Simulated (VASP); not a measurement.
Write the native input for VASP 6.6.1 that does the following.

| Property | Result |
| --- | --- |
| Task | single point |
| Functional | PBE |
| Potentials or basis | VASP PAW PBE potentials, release 64 (Zr_sv) |
| Cutoff | 500 eV |
| k mesh | 2 × 2 × 2 |
| Occupations | fermi-dirac, width 0.1 eV |
| Spin | no spin polarisation |
| Dipole correction | no |
| Further INCAR settings | ALGO = Normal; EDIFF = 1e-06; NBANDS = 32 |

The structure of Zr lies in POSCAR:

```
Zr
1.0
    4.5291420200      0.0000000000      0.0000000000
    0.0000000000      4.5291420200      0.0000000000
    0.0000000000      0.0000000000      4.5291420200
Zr
4
Direct
    0.5000000000      0.5000000000      0.0000000000
    0.0000000000      0.0000000000      0.0000000000
    0.5000000000      0.0000000000      0.5000000000
    0.0000000000      0.5000000000      0.5000000000
```

One way to write it, as run:

INCAR

```
SYSTEM = Zr
PREC = Accurate
ENCUT = 500
EDIFF = 1E-6
ISMEAR = -1
SIGMA = 0.1
LREAL = .False.
LASPH = .True.
NELM = 120
ALGO = Normal
ISIF = 2
LWAVE = .False.
LCHARG = .False.
GGA = PE
NBANDS = 32
GGA_COMPAT = .False.
```

KPOINTS

```
regular mesh
0
Gamma
  2 2 2
  0 0 0
```

Potentials or basis: VASP PAW PBE potentials, release 64 (Zr_sv).

The run is started by

```sh
$ cat potpaw_PBE.64/Zr_sv/POTCAR > POTCAR
$ mpirun -np 1 vasp_std > vasp.out
```

It gave:

- Pressure: 5.4 GPa
- Band gap on the k mesh: zero (band 24 reaches 9.95 eV, above the bottom of band 25 at 8.58 eV)

Caveat: the k points lie up to 0.69 Å⁻¹ apart.

It took 13 s on 1 thread of Intel(R) Xeon(R) Platinum 8488C (Sapphire Rapids), on a shared host, peak memory 0.19 GiB.
